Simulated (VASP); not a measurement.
# Ba (Cmmm) in VASP: further runs

The runs below take Ba through single point, with PBE+D3(BJ).

All numbers are computed with VASP 6.6.1; they aren't measurements. Logs are shortened: lines on timing, memory, paths and dates and some standing lists are left out, and cuts for length are marked.

**1. The cell of the first run**

It takes space group Cmmm (No. 65, orthorhombic). Conventional cell: a = 3.910 Å, b = 7.300 Å, c = 5.700 Å, α = 90.00°, β = 90.00°, γ = 90.00°. Ba (site symmetry mmm) has 6 Ba at 3.91 to 4.14 Å within 5.1 Å.

**2. Single point, PBE+D3(BJ)**

File INCAR:

```
SYSTEM = Ba
PREC = Accurate
ENCUT = 520
EDIFF = 1E-6
ISMEAR = 0
SIGMA = 0.15
LREAL = .False.
LASPH = .True.
NELM = 100
ALGO = Normal
ISIF = 2
LWAVE = .False.
LCHARG = .False.
GGA = PE
IVDW = 12
NBANDS = 11
```

File KPOINTS:

```
Automatic mesh
0
Gamma
  16 16 10
  0 0 0
```

File POSCAR:

```
Ba
1.0
    1.9550000000     -3.6500000000      0.0000000000
    1.9550000000      3.6500000000      0.0000000000
    0.0000000000      0.0000000000      5.7000000000
Ba
1
Direct
    0.0000000000      0.0000000000      0.0000000000
```

Potentials or basis: VASP PAW PBE potentials, release 64 (Ba_sv).

The run is started by

```console
cat potpaw_PBE.64/Ba_sv/POTCAR > POTCAR
mpirun -np 1 vasp_std > vasp.out
```

OUTCAR:

```text
SYSTEM = Ba
   PREC = Accurate
   ENCUT = 520
   EDIFF = 1E-6
   ISMEAR = 0
   LREAL = .False.
   LASPH = .True.
   NELM = 100
   ISIF = 2
   GGA = PE
   IVDW = 12
 IVDW          = 12

 ion  position               nearest neighbor table
   1  0.000  0.000  0.000-

  LATTYP: Found a base centered orthorhombic cell.
 ALAT       =     3.9100000000
 B/A-ratio  =     1.8670076726
 C/A-ratio  =     1.4578005115

  Lattice vectors:

 A1 = (   1.9550000000,  -3.6500000000,   0.0000000000)
 A2 = (   1.9550000000,   3.6500000000,   0.0000000000)
 A3 = (   0.0000000000,   0.0000000000,   5.7000000000)

Analysis of symmetry for initial positions (statically):
=====================================================================
 Subroutine PRICEL returns:
 Original cell was already a primitive cell.

 Routine SETGRP: Setting up the symmetry group for a
 base centered orthorhombic supercell.

 Subroutine GETGRP returns: Found  8 space group operations
 (whereof  8 operations were pure point group operations)
 out of a pool of  8 trial point group operations.

The static configuration has the point symmetry D_2h.

Analysis of symmetry for dynamics (positions and initial velocities):
=====================================================================
 Subroutine PRICEL returns:
 Original cell was already a primitive cell.

 Routine SETGRP: Setting up the symmetry group for a
 base centered orthorhombic supercell.

 Subroutine GETGRP returns: Found  8 space group operations
 (whereof  8 operations were pure point group operations)
 out of a pool of  8 trial point group operations.

The dynamic configuration has the point symmetry D_2h.

 Subroutine INISYM returns: Found  8 space group operations
 (whereof  8 operations are pure point group operations),
 and found     1 'primitive' translations

----------------------------------------------------------------------------------------

                                     Primitive cell

  volume of cell :      81.3476

  direct lattice vectors                    reciprocal lattice vectors
     1.955000000 -3.650000000  0.000000000     0.255754476 -0.136986301  0.000000000
     1.955000000  3.650000000  0.000000000     0.255754476  0.136986301  0.000000000
     0.000000000  0.000000000  5.700000000     0.000000000  0.000000000  0.175438596

  length of vectors
     4.140594764  4.140594764  5.700000000     0.290130313  0.290130313  0.175438596

  position of ions in fractional coordinates (direct lattice)
     0.000000000  0.000000000  0.000000000

  ion indices of the primitive-cell ions
   primitive index   ion index
                 1           1

----------------------------------------------------------------------------------------

 KPOINTS: Automatic mesh

Automatic generation of k-mesh.
 Grid dimensions read from file:
 generate k-points for:   16   16   10

 Generating k-lattice:

  Cartesian coordinates                     Fractional coordinates (reciprocal lattice)
     0.015984655 -0.008561644  0.000000000     0.062500000  0.000000000  0.000000000
     0.015984655  0.008561644  0.000000000     0.000000000  0.062500000  0.000000000
     0.000000000  0.000000000  0.017543860     0.000000000  0.000000000  0.100000000

  Length of vectors
     0.018133145  0.018133145  0.017543860

  Shift w.r.t. Gamma in fractional coordinates (k-lattice)
     0.000000000  0.000000000  0.000000000

 Subroutine IBZKPT returns following result:
 ===========================================

 Found    438 irreducible k-points:

 Following reciprocal coordinates:
            Coordinates               Weight
  0.000000  0.000000  0.000000      1.000000
  0.062500  0.000000  0.000000      4.000000
  0.125000  0.000000  0.000000      4.000000
  0.187500  0.000000  0.000000      4.000000
  0.250000  0.000000  0.000000      4.000000
  0.312500  0.000000  0.000000      4.000000
[... 16 lines left out ...]
 -0.125000  0.062500  0.000000      4.000000
 -0.062500  0.062500  0.000000      2.000000
 [... further k-points ...]
   k-points           NKPTS =    438   k-points in BZ     NKDIM =    438   number of bands    NBANDS=     11
   number of dos      NEDOS =    301   number of ions     NIONS =      1
   total plane-waves  NPLWV =  43008
   dimension x,y,z NGX =    32 NGY =   32 NGZ =   42
   dimension x,y,z NGXF=    64 NGYF=   64 NGZF=   84
   ions per type =               1
   NGX,Y,Z   is equivalent  to a cutoff of  12.85, 12.85, 12.25 a.u.
   NGXF,Y,Z  is equivalent  to a cutoff of  25.70, 25.70, 24.50 a.u.
 SYSTEM =  Ba
   PREC   = accura    normal or accurate (medium, high low for compatibility)
   ISTART =      0    job   : 0-new  1-cont  2-samecut
   ICHARG =      2    charge: 1-file 2-atom 10-const
   ISPIN  =      1    spin polarized calculation?
   LNONCOLLINEAR =      F non collinear calculations
   LSORBIT =      F    spin-orbit coupling
   LASPH  =      T    aspherical Exc in radial PAW
   ENCUT  =  520.0 eV  38.22 Ry    6.18 a.u.   7.70  7.70 10.60*2*pi/ulx,y,z
   NELM   =    100;   NELMIN=  2; NELMDL= -5     # of ELM steps
   EDIFF  = 0.1E-05   stopping-criterion for ELM
   LREAL  =      F    real-space projection
   EDIFFG = 0.1E-04   stopping-criterion for IOM
   NSW    =      0    number of steps for IOM
   IBRION =     -1    ionic relax: 0-MD 1-quasi-New 2-CG
   NFREE  =      0    steps in history (QN), initial steepest desc. (CG)
   ISIF   =      2    stress and relaxation
   ISYM   =      2    0-nonsym 1-usesym 2-fastsym
   POTIM  = 0.5000    time-step for ionic-motion
   TEBEG  =    0.0;   TEEND  =   0.0 temperature during run
   PSTRESS=    0.0 pullay stress
   NELECT =      10.0000    total number of electrons
   NUPDOWN=      -1.0000    fix difference up-down
   EMIN   =  10.00;   EMAX   =-10.00  energy-range for DOS
   EFERMI =   0.00;   METHOD = LEGACY
   ISMEAR =     0;   SIGMA  =   0.15  broadening in eV -4-tet -1-fermi 0-gaus
   EFERMI_NEDOS =   21; number of points for ismear=-14 and -15
   IALGO  =     38    algorithm
   IMIX   =      4    mixing-type and parameters
     AMIX     =   0.40;   BMIX     =  1.00
     AMIX_MAG =   1.60;   BMIX_MAG =  1.00
  volume/ion in A,a.u.               =      81.35       548.96
  Fermi-wavevector in a.u.,A,eV,Ry     =   0.814004  1.538245  9.015260  0.662603
  Thomas-Fermi vector in A             =   1.923832
   LORBIT       =      0    0 simple, 1 ext, 2 COOP (PROOUT), +10 PAW based schemes
   GGA     = PE    functional components
   LHFCALC =     F    Hartree Fock is set to
   AEXX    =    0.0000 exact exchange contribution
   IVDW    =    12    specifies the selected vdW correction
   LEPSILON=     F    determine dielectric tensor
   LRPA    =     F    only Hartree local field effects (RPA)
 non-spin polarized calculation
 Gauss-broadening in eV      SIGMA  =   0.15
  energy-cutoff  :      520.00
  volume of cell :       81.35
 maximum number of plane-waves:      2215
   NGX = 15   NGY = 15   NGZ = 21

 number of electron      10.0000001 magnetization

 Free energy of the ion-electron system (eV)
  ---------------------------------------------------
  ext. energy  EPLUGINS =         0.00000000
  ---------------------------------------------------
  free energy    TOTEN  =        -1.33158306 eV

  energy without entropy =       -1.29884802  energy(sigma->0) =       -1.31521554

 E-fermi :   0.7343     XC(G=0):  -6.4469

 val. band max:        0.7286624097   @ k =  -0.0625   0.0625   0.2000
 cond. band min:       0.7343892134   @ k =   0.5000   0.4375   0.3000
 fundamental gap:      0.0057268037
 Fermi energy:         0.7342799264

 k-point     1 :       0.0000    0.0000    0.0000
  band No.  band energies     occupation
      1     -28.4022      2.00000
      2     -13.6515      2.00000
      3     -13.1814      2.00000
      4     -13.0983      2.00000
      5      -1.6140      2.00000
      6       0.7079      1.19647
      7       2.2152      0.00000
      8       3.1753      0.00000
      9       3.8488      0.00000
     10       4.7318      0.00000
     11       5.0406      0.00000

 k-point     2 :       0.0625    0.0000    0.0000
  band No.  band energies     occupation
      1     -28.3985      2.00000
      2     -13.6463      2.00000
      3     -13.1936      2.00000
      4     -13.1318      2.00000
      5      -1.5281      2.00000
      6       0.7691      0.74254
      7       2.2613      0.00000
      8       3.0600      0.00000
      9       3.5783      0.00000
     10       4.7426      0.00000
     11       5.2739      0.00000

 k-point     3 :       0.1250    0.0000    0.0000
  band No.  band energies     occupation
      1     -28.3878      2.00000
      2     -13.6314      2.00000
      3     -13.2623      2.00000
      4     -13.1910      2.00000
      5      -1.2851      2.00000
      6       0.9444      0.04764
      7       2.2708      0.00000
      8       2.9547      0.00000
      9       3.0968      0.00000
     10       4.6485      0.00000
     11       5.7723      0.00000

 k-point     4 :       0.1875    0.0000    0.0000
  band No.  band energies     occupation
      1     -28.3716      2.00000
      2     -13.6088      2.00000
      3     -13.4096      2.00000
      4     -13.2297      2.00000
      5      -0.9266      2.00000
      6       1.1776      0.00003
      7       2.0852      0.00000
      8       2.6160      0.00000
      9       3.2358      0.00000
     10       4.4973      0.00000
     11       6.2719      0.00000

 k-point     5 :       0.2500    0.0000    0.0000
  band No.  band energies     occupation
      1     -28.3525      2.00000
      2     -13.5826      2.00000
      3     -13.5820      2.00000
      4     -13.2682      2.00000
      5      -0.5200      2.00000
      6       1.2593      0.00000
      7       2.1282      0.00000
      8       2.1881      0.00000
      9       3.7783      0.00000
     10       4.3327      0.00000
     11       6.6498      0.00000
[... 211 lines left out ...]
 k-point    21 :      -0.2500    0.0625    0.0000
  band No.  band energies     occupation
      1     -28.3638      2.00000
      2     -13.5970      2.00000
      3     -13.4783      2.00000
      4     -13.2609      2.00000
      5      -0.6917      2.00000
      6       1.2975      0.00000
      7       1.9005      0.00000
      8       2.3958      0.00000
      9       3.6992      0.00000
     10       4.3127      0.00000
     11       6.6036      0.00000

 k-point    22 :      -0.1875    0.0625    0.0000
  band No.  band energies     occupation
      1     -28.3810      2.00000
      2     -13.6211      2.00000
      3     -13.3415      2.00000
      4     -13.2012      2.00000
      5      -1.0829      2.00000
      6       1.0886      0.00084
      7       1.9700      0.00000
      8       2.8042      0.00000
      9       3.3595      0.00000
     10       4.5538      0.00000
     11       6.1042      0.00000

 k-point    23 :      -0.1250    0.0625    0.0000
  band No.  band energies     occupation
      1     -28.3935      2.00000
      2     -13.6389      2.00000
      3     -13.2551      2.00000
      4     -13.1368      2.00000
      5      -1.3820      2.00000
      6       0.8696      0.20203
      7       2.0816      0.00000
      8       3.2226      0.00000
      9       3.2620      0.00000
     10       4.7938      0.00000
     11       5.5390      0.00000

 k-point    24 :      -0.0625    0.0625    0.0000
  band No.  band energies     occupation
      1     -28.3997      2.00000
      2     -13.6477      2.00000
      3     -13.2111      2.00000
      4     -13.1034      2.00000
      5      -1.5384      2.00000
      6       0.7588      0.81718
      7       2.1397      0.00000
      8       3.2476      0.00000
      9       3.5584      0.00000
     10       5.0137      0.00000
     11       5.0290      0.00000

 [... further k-points ...]

------------------------ aborting loop because EDIFF is reached ----------------------------------------

 Edisp (eV)   -0.14832

 E8    (eV) :    -0.0847

  FORCE on cell =-STRESS in cart. coord.  units (eV):
  Direction    XX          YY          ZZ          XY          YZ          ZX
  --------------------------------------------------------------------------------------
  -------------------------------------------------------------------------------------
  Total       1.20160     0.45042    -1.28927    -0.00000     0.00000     0.00000
  in kB      23.66602     8.87117   -25.39279    -0.00000     0.00000     0.00000
  external pressure =        2.38 kB  Pullay stress =        0.00 kB

 VOLUME and BASIS-vectors are now :
 -----------------------------------------------------------------------------
  energy-cutoff  :      520.00
  volume of cell :       81.35
      direct lattice vectors                 reciprocal lattice vectors
     1.955000000 -3.650000000  0.000000000     0.255754476 -0.136986301  0.000000000
     1.955000000  3.650000000  0.000000000     0.255754476  0.136986301  0.000000000
     0.000000000  0.000000000  5.700000000     0.000000000  0.000000000  0.175438596

 POSITION                                       TOTAL-FORCE (eV/Angst)
 -----------------------------------------------------------------------------------
      0.00000      0.00000      0.00000         0.000000      0.000000      0.000000
 -----------------------------------------------------------------------------------
    total drift:                                0.000000     -0.000000     -0.000000

  FREE ENERGIE OF THE ION-ELECTRON SYSTEM (eV)
  ---------------------------------------------------
  free  energy   TOTEN  =        -1.4799049360 eV

  energy  without entropy=       -1.4471699021  energy(sigma->0) =       -1.46353742
```

Wall time 3.9 min (1 thread of Intel Xeon 6975P-C (Granite Rapids), shared host); peak memory 0.5 GiB.

What came out:

```yaml
Free_energy: -1.4799 eV
Pressure: 0.2 GPa
Band_gap_on_the_k_mesh: zero (band 5 reaches 1.40 eV, above the bottom of band 6 at 0.51 eV)
Dispersion_energy_per_atom: -0.148 eV
```

Levels at points of the mesh, in eV from the Fermi level:
```csv
k point,band 1,band 2,band 3,band 4,band 5,band 6,band 7,band 8,band 9,band 10
"(0.00, 0.00, 0.00)",-29.14,-14.39,-13.92,-13.83,-2.35,-0.03,1.48,2.44,3.11,4.00
"(0.50, 0.00, 0.00)",-29.04,-14.74,-14.24,-14.10,-0.75,0.62,1.44,1.75,3.23,5.47
"(0.50, 0.50, 0.00)",-29.07,-14.63,-14.28,-13.97,-0.73,0.63,1.15,1.39,3.70,5.50
"(0.00, 0.00, 0.50)",-29.14,-14.41,-13.91,-13.83,-1.76,-0.17,1.51,2.15,2.47,3.80
"(0.50, 0.00, 0.50)",-29.04,-14.74,-14.26,-14.10,-0.61,-0.16,2.92,2.92,3.04,3.28
"(0.50, 0.50, 0.50)",-29.07,-14.63,-14.30,-13.96,-0.57,-0.23,2.59,2.61,3.07,3.44
```

Caveat: spin-orbit coupling is left out, which moves the levels of the heavy elements; pairwise dispersion overbinds metals, which lowers pressure and volume.

**3. Single point, PBE+D3(BJ)**

File INCAR:

```
PREC = Accurate ; ENCUT = 520
EDIFF = 1E-7 ; ISMEAR = 0
SIGMA = 0.15 ; LREAL = F
LASPH = T ; NELM = 100
ALGO = Normal ; ISIF = 2
LWAVE = F ; LCHARG = F
GGA = PE ; IVDW = 12
NBANDS = 11
```

File KPOINTS:

```
regular mesh
0
Gamma
  14 14 8
```

POSCAR is that of step 2.

Potentials or basis: VASP PAW PBE potentials, release 64 (Ba_sv).

The run is started by

```console
cat potpaw_PBE.64/Ba_sv/POTCAR > POTCAR
mpirun -np 1 vasp_std > vasp.out
```

It took 2.7 min on 1 thread of Intel Xeon 6975P-C (Granite Rapids), shared host; peak memory 0.39 GiB.

It converged, with:

* Free energy: -1.4801 eV
* Pressure: 0.2 GPa
* Band gap on the k mesh: zero (band 5 reaches 1.55 eV, above the bottom of band 6 at 0.50 eV)
* Dispersion energy per atom: -0.148 eV

Stress tensor (GPa, compression positive):
```
 2.38  0.00  0.00
 0.00  0.84  0.00
 0.00  0.00 -2.54
```

Levels at points of the mesh, in eV from the Fermi level:
| k point | band 1 | band 2 | band 3 | band 4 | band 5 | band 6 | band 7 | band 8 | band 9 | band 10 |
| --- | --- | --- | --- | --- | --- | --- | --- | --- | --- | --- |
| (0.00, 0.00, 0.00) | -29.14 | -14.39 | -13.92 | -13.83 | -2.35 | -0.03 | 1.48 | 2.44 | 3.11 | 3.99 |
| (0.50, 0.00, 0.00) | -29.04 | -14.74 | -14.25 | -14.10 | -0.75 | 0.62 | 1.44 | 1.75 | 3.23 | 5.46 |
| (0.50, 0.50, 0.00) | -29.07 | -14.63 | -14.28 | -13.97 | -0.73 | 0.63 | 1.15 | 1.38 | 3.70 | 5.50 |
| (0.00, 0.00, 0.50) | -29.14 | -14.41 | -13.92 | -13.83 | -1.76 | -0.17 | 1.51 | 2.15 | 2.47 | 3.80 |
| (0.50, 0.00, 0.50) | -29.04 | -14.74 | -14.26 | -14.10 | -0.61 | -0.16 | 2.92 | 2.92 | 3.04 | 3.28 |
| (0.50, 0.50, 0.50) | -29.07 | -14.63 | -14.30 | -13.97 | -0.57 | -0.23 | 2.59 | 2.61 | 3.07 | 3.44 |

Caveat: spin-orbit coupling is left out, which moves the levels of the heavy elements; pairwise dispersion overbinds metals, which lowers pressure and volume.
